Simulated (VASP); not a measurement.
# C (P4/mmm) in VASP: notebook

Runs on C. Level: PBE. Tasks: single point, relaxation of cell and atoms.

Everything below comes from runs of VASP 6.6.1. Logs are shortened: lines on timing, memory, paths and dates and some standing lists are left out, and cuts for length are marked.

### 1 The cell of the first run

The structure is tetragonal, space group P4/mmm (No. 123). The conventional cell has a = 3.445 Å, b = 3.445 Å, c = 4.437 Å, α = 90.00°, β = 90.00°, γ = 90.00°. C (site symmetry m2m) has 3 C at 1.37 to 1.47 Å within 1.8 Å.

### 2 Single point, PBE

INCAR reads:

```
SYSTEM = C
PREC     = Accurate       ! precision mode
ENCUT    = 520            ! plane-wave cutoff, eV
EDIFF    = 1E-6           ! SCF threshold, eV
ISMEAR   = 0              ! smearing method
SIGMA    = 0.1            ! smearing width, eV
LREAL    = .FALSE.        ! projectors in reciprocal space
LASPH    = .TRUE.         ! aspherical terms in the spheres
NELM     = 100            ! most SCF steps
ALGO     = Normal         ! electronic algorithm
ISIF     = 2              ! what is computed and relaxed
LWAVE    = .FALSE.        ! write WAVECAR
LCHARG   = .FALSE.        ! write CHGCAR
GGA      = PE             ! functional
NBANDS   = 16             ! bands
```

KPOINTS reads:

```
Automatic mesh
0
G
  14 14 12
  0 0 0
```

POSCAR reads:

```
C
1.0
    3.4446158852      0.0000000000      0.0000000000
    0.0000000000      3.4446158852      0.0000000000
    0.0000000000      0.0000000000      4.4370220450
C
4
Direct
    0.1990914680      0.5000000000      0.0000000000
    0.8009085320      0.5000000000      0.0000000000
    0.5000000000      0.1990914680      0.0000000000
    0.5000000000      0.8009085320      0.0000000000
```

Potentials or basis: VASP PAW PBE potentials, release 64 (C).

The run is started by

```console
cat potpaw_PBE.64/C/POTCAR > POTCAR
mpirun -np 1 vasp_std > vasp.out
```

OUTCAR:

```text
SYSTEM = C
   PREC = Accurate
   ENCUT = 520
   EDIFF = 1E-6
   ISMEAR = 0
   LREAL = .FALSE.
   LASPH = .TRUE.
   NELM = 100
   ISIF = 2
   GGA = PE

 ion  position               nearest neighbor table
   1  0.199  0.500  0.000-   2 1.37   3 1.47   4 1.47
   2  0.801  0.500  0.000-   1 1.37   3 1.47   4 1.47
   3  0.500  0.199  0.000-   4 1.37   2 1.47   1 1.47
   4  0.500  0.801  0.000-   3 1.37   2 1.47   1 1.47

  LATTYP: Found a simple tetragonal cell.
 ALAT       =     3.4446158852
 C/A-ratio  =     1.2881035775

  Lattice vectors:

 A1 = (   3.4446158852,   0.0000000000,   0.0000000000)
 A2 = (   0.0000000000,   3.4446158852,   0.0000000000)
 A3 = (   0.0000000000,   0.0000000000,   4.4370220450)

Analysis of symmetry for initial positions (statically):
=====================================================================
 Subroutine PRICEL returns:
 Original cell was already a primitive cell.

 Routine SETGRP: Setting up the symmetry group for a
 simple tetragonal supercell.

 Subroutine GETGRP returns: Found 16 space group operations
 (whereof 16 operations were pure point group operations)
 out of a pool of 16 trial point group operations.

The static configuration has the point symmetry D_4h.

Analysis of symmetry for dynamics (positions and initial velocities):
=====================================================================
 Subroutine PRICEL returns:
 Original cell was already a primitive cell.

 Routine SETGRP: Setting up the symmetry group for a
 simple tetragonal supercell.

 Subroutine GETGRP returns: Found 16 space group operations
 (whereof 16 operations were pure point group operations)
 out of a pool of 16 trial point group operations.

The dynamic configuration has the point symmetry D_4h.

 Subroutine INISYM returns: Found 16 space group operations
 (whereof 16 operations are pure point group operations),
 and found     1 'primitive' translations

----------------------------------------------------------------------------------------

                                     Primitive cell

  volume of cell :      52.6469
[... 89 lines left out ...]
   LSORBIT =      F    spin-orbit coupling
   LASPH  =      T    aspherical Exc in radial PAW
   ENCUT  =  520.0 eV  38.22 Ry    6.18 a.u.   6.40  6.40  8.25*2*pi/ulx,y,z
   NELM   =    100;   NELMIN=  2; NELMDL= -5     # of ELM steps
   EDIFF  = 0.1E-05   stopping-criterion for ELM
   LREAL  =      F    real-space projection
   EDIFFG = 0.1E-04   stopping-criterion for IOM
   NSW    =      0    number of steps for IOM
   IBRION =     -1    ionic relax: 0-MD 1-quasi-New 2-CG
   NFREE  =      0    steps in history (QN), initial steepest desc. (CG)
   ISIF   =      2    stress and relaxation
   ISYM   =      2    0-nonsym 1-usesym 2-fastsym
   POTIM  = 0.5000    time-step for ionic-motion
   TEBEG  =    0.0;   TEEND  =   0.0 temperature during run
   PSTRESS=    0.0 pullay stress
   NELECT =      16.0000    total number of electrons
   NUPDOWN=      -1.0000    fix difference up-down
   EMIN   =  10.00;   EMAX   =-10.00  energy-range for DOS
   EFERMI =   0.00;   METHOD = LEGACY
   ISMEAR =     0;   SIGMA  =   0.10  broadening in eV -4-tet -1-fermi 0-gaus
   EFERMI_NEDOS =   21; number of points for ismear=-14 and -15
   IALGO  =     38    algorithm
   IMIX   =      4    mixing-type and parameters
     AMIX     =   0.40;   BMIX     =  1.00
     AMIX_MAG =   1.60;   BMIX_MAG =  1.00
  volume/ion in A,a.u.               =      13.16        88.82
  Fermi-wavevector in a.u.,A,eV,Ry     =   1.100670  2.079965 16.483108  1.211474
  Thomas-Fermi vector in A             =   2.237085
   LORBIT       =      0    0 simple, 1 ext, 2 COOP (PROOUT), +10 PAW based schemes
   GGA     = PE    functional components
   LHFCALC =     F    Hartree Fock is set to
   AEXX    =    0.0000 exact exchange contribution
   IVDW    =     0    specifies the selected vdW correction
   LEPSILON=     F    determine dielectric tensor
   LRPA    =     F    only Hartree local field effects (RPA)
 non-spin polarized calculation
 Gauss-broadening in eV      SIGMA  =   0.10
  energy-cutoff  :      520.00
  volume of cell :       52.65
 maximum number of plane-waves:      1435
 NGX is ok and might be reduce to    28
   NGX = 13   NGY = 13   NGZ = 17

 number of electron      16.0000003 magnetization

 Free energy of the ion-electron system (eV)
  ---------------------------------------------------
  ext. energy  EPLUGINS =         0.00000000
  ---------------------------------------------------
  free energy    TOTEN  =       -34.86314955 eV

  energy without entropy =      -34.86274218  energy(sigma->0) =      -34.86294586

 E-fermi :   1.3566     XC(G=0):  -7.9599

 val. band max:        1.2592265256   @ k =   0.2143   0.0000   0.0000
 cond. band min:       1.4571225567   @ k =   0.1429   0.1429   0.5000
 fundamental gap:      0.1978960311
 Fermi energy:         1.3565850784

 k-point     1 :       0.0000    0.0000    0.0000
  band No.  band energies     occupation
      1     -17.6743      2.00000
      2      -9.7875      2.00000
      3      -9.2193      2.00000
      4      -7.7940      2.00000
      5      -7.7940      2.00000
      6      -5.4285      2.00000
[... 433 lines left out ...]
      3     -11.1100      2.00000
      4      -5.8144      2.00000
      5      -4.3195      2.00000
      6      -3.8649      2.00000
[... 8 lines left out ...]
     15      12.6563      0.00000
     16      13.8426      0.00000

 [... further k-points ...]

------------------------ aborting loop because EDIFF is reached ----------------------------------------

  FORCE on cell =-STRESS in cart. coord.  units (eV):
  Direction    XX          YY          ZZ          XY          YZ          ZX
  --------------------------------------------------------------------------------------
  -------------------------------------------------------------------------------------
  Total        0.1114107      0.1114107     -0.0076848      0.0000000     -0.0000000     -0.0000000
  in kB        3.3905035      3.3905035     -0.2338662      0.0000000     -0.0000000     -0.0000000
  external PRESSURE =       2.1823803 kB  Pullay stress =       0.0000000 kB

 VOLUME and BASIS-vectors are now :
 -----------------------------------------------------------------------------
  energy-cutoff  :      520.00
  volume of cell :       52.65
      direct lattice vectors                 reciprocal lattice vectors
     3.444615885  0.000000000  0.000000000     0.290308131  0.000000000  0.000000000
     0.000000000  3.444615885  0.000000000     0.000000000  0.290308131  0.000000000
     0.000000000  0.000000000  4.437022045     0.000000000  0.000000000  0.225376388

 POSITION                                       TOTAL-FORCE (eV/Angst)
 -----------------------------------------------------------------------------------
      0.68579      1.72231      0.00000        -0.035890      0.000000     -0.000000
      2.75882      1.72231      0.00000         0.035890      0.000000      0.000000
      1.72231      0.68579      0.00000        -0.000000     -0.035890      0.000000
      1.72231      2.75882      0.00000         0.000000      0.035890      0.000000
 -----------------------------------------------------------------------------------
    total drift:                                0.000000     -0.000000     -0.000000

  FREE ENERGIE OF THE ION-ELECTRON SYSTEM (eV)
  ---------------------------------------------------
  free  energy   TOTEN  =       -34.8631495504 eV

  energy  without entropy=      -34.8627421791  energy(sigma->0) =      -34.86294586
```

OSZICAR:

```text
N       E                     dE             d eps       ncg     rms          rms(c)
DAV:   1     0.512891682882E+02    0.51289E+02   -0.74881E+03  8080   0.879E+02
DAV:   2    -0.331198536864E+02   -0.84409E+02   -0.75683E+02 11208   0.192E+02
DAV:   3    -0.373085878134E+02   -0.41887E+01   -0.41571E+01 10600   0.422E+01
DAV:   4    -0.373581723436E+02   -0.49585E-01   -0.49547E-01 10712   0.546E+00
DAV:   5    -0.373592488475E+02   -0.10765E-02   -0.10764E-02 10496   0.760E-01    0.873E+00
DAV:   6    -0.354611043838E+02    0.18981E+01   -0.14864E+00 10992   0.726E+00    0.505E+00
DAV:   7    -0.348489393159E+02    0.61217E+00   -0.16697E+00 11480   0.770E+00    0.149E+00
DAV:   8    -0.348628865404E+02   -0.13947E-01   -0.83380E-02  9336   0.171E+00    0.137E-01
DAV:   9    -0.348626557730E+02    0.23077E-03   -0.40175E-03 11264   0.409E-01    0.969E-02
DAV:  10    -0.348631329577E+02   -0.47718E-03   -0.53165E-04  9272   0.180E-01    0.275E-02
DAV:  11    -0.348631466931E+02   -0.13735E-04   -0.60195E-05 10720   0.540E-02    0.178E-02
DAV:  12    -0.348631493746E+02   -0.26815E-05   -0.22688E-05  9784   0.306E-02    0.451E-03
DAV:  13    -0.348631495504E+02   -0.17572E-06   -0.62699E-07  8888   0.600E-03
   1 F= -.34863150E+02 E0= -.34862946E+02  d E =-.407371E-03
```

stdout:

```text
POSCAR found type information on POSCAR C
 POSCAR found :  1 types and       4 ions
 scaLAPACK will be used
 LDA part: xc-table for (Slater+PW92), standard interpolation
 POSCAR, INCAR and KPOINTS ok, starting setup
 FFT: planning ... GRIDC
 FFT: planning ... GRID_SOFT
 FFT: planning ... GRID
 WAVECAR not read
 entering main loop
```

It took 2.3 min on 1 thread of Intel Xeon Platinum 8259CL at 2.50GHz (Skylake/Cascade Lake), shared host; peak memory 0.27 GiB.

Results:

| Quantity | Value |
| --- | --- |
| Free energy | -34.8631 eV |
| Pressure | 0.2 GPa |
| Largest force | 0.036 eV/Å |
| Band gap on the k mesh | zero (band 8 reaches 3.20 eV, above the bottom of band 9 at -1.11 eV) |

Forces on the atoms (eV/Å):
```
C   -0.036  0.000  0.000
C    0.036  0.000  0.000
C    0.000 -0.036  0.000
C    0.000  0.036  0.000
```

Stress tensor (GPa, compression positive):
```
 0.34  0.00  0.00
 0.00  0.34  0.00
 0.00  0.00 -0.02
```

Levels at points of the mesh, in eV from the Fermi level:
```tsv
k point	band 5	band 6	band 7	band 8	band 9	band 10	band 11	band 12
(0.00, 0.00, 0.00)	-9.15	-6.79	-2.62	1.85	3.54	4.00	4.00	6.80
(0.50, 0.00, 0.00)	-5.82	-5.23	-4.94	-2.51	4.28	5.53	6.21	6.24
(0.50, 0.50, 0.00)	-3.40	-3.40	-2.67	-2.20	-2.20	7.87	7.91	9.43
(0.00, 0.00, 0.50)	-9.14	-7.13	-2.62	1.67	3.81	3.81	6.14	6.82
(0.50, 0.00, 0.50)	-5.81	-5.51	-4.93	-2.87	4.14	5.70	6.07	8.56
(0.50, 0.50, 0.50)	-3.39	-3.39	-2.93	-2.46	-2.46	7.64	7.92	9.14
```

Caveat: this functional lacks dispersion, which binds the layers, so the pressure and a relaxed spacing across them are unreliable.

[end of part 1 of 2]
